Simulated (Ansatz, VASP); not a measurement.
One calculation of Al3SiPd2, two programs

Contents of INCAR:

```
SYSTEM = Al3SiPd2
ALGO = Fast
EDIFF = 1E-7
EDIFFG = -0.01
ENCUT = 600
GGA = PE
IBRION = 2
ISIF = 3
ISMEAR = 0
LASPH = .TRUE.
LCHARG = .FALSE.
LREAL = .FALSE.
LWAVE = .FALSE.
NELM = 100
NSW = 100
PREC = Accurate
SIGMA = 0.1
```

File KPOINTS:

```
k-points
0
G
  12 12 6
  0 0 0
```

Contents of POSCAR:

```
Al3SiPd2
1.0
    5.2639687379      0.0000000000      0.0000000000
   -2.6319843690      4.5587306518      0.0000000000
    0.0000000000      0.0000000000      7.0174247511
Al Si Pd
3 1 2
Direct
    0.5000000000      0.0000000000      0.0000000000
    0.0000000000      0.5000000000      0.0000000000
    0.5000000000      0.5000000000      0.0000000000
    0.0000000000      0.0000000000      0.0000000000
    0.0000000000      0.0000000000      0.3118352396
    0.0000000000      0.0000000000      0.6881647604
```

Input for Ansatz:

```yaml
crystal:
  lattice:
    - [5.2639687379, 0.0, 0.0]
    - [-2.631984369, 4.5587306518, 0.0]
    - [0.0, 0.0, 7.0174247511]
  atoms:
    - { symbol: Al, position: [0.5, 0.0, 0.0] }
    - { symbol: Al, position: [0.0, 0.5, 0.0] }
    - { symbol: Al, position: [0.5, 0.5, 0.0] }
    - { symbol: Si, position: [0.0, 0.0, 0.0] }
    - { symbol: Pd, position: [0.0, 0.0, 0.3118352396] }
    - { symbol: Pd, position: [0.0, 0.0, 0.6881647604] }
basis:
  ecutwfc: 420
kpoints:
  mp_grid: { grid: [12, 12, 6] }
hamiltonian:
  xc: pbe
scf:
  occupations: { method: gaussian, width: 0.1 }
output:
  forces: true
  stress: true
  eigenvalues: true
relax:
  adjacent_minimum: "off"
  f_tol: 0.01
  max_steps: 80
  cell: { stress_tol: 0.05 }
```

Alike in both runs: task relaxation of cell and atoms; functional PBE; k mesh 12 × 12 × 6; occupations gaussian, width 0.1 eV; no spin polarisation.

|  | VASP | Ansatz |
| --- | --- | --- |
| version | VASP 6.6.1 | Ansatz 0.2.0 |
| potentials or method | VASP PAW PBE potentials, release 64 (Al, Si, Pd), cutoff 600 eV | scalar-relativistic, plane waves, PAW |
| valence electrons in the cell | 33 | 49 |

|  | VASP | Ansatz | Ansatz less VASP |
| --- | --- | --- | --- |
| gap on the k mesh at the Fermi level, each at its own relaxed structure (eV) | none | none | - |
| relaxed volume (Å³/atom) | 28.26 | 28.28 | +0.012 |
| relaxed length of the cell vector where the two differ most in proportion (Å) | 5.274 | 5.275 | +0.0018 |

A gap of «none» marks a metal or a gap that the smearing closes. VASP's potentials hold 33 valence electrons a cell and Ansatz's 49, so a difference there can come from the potentials and not from the codes.
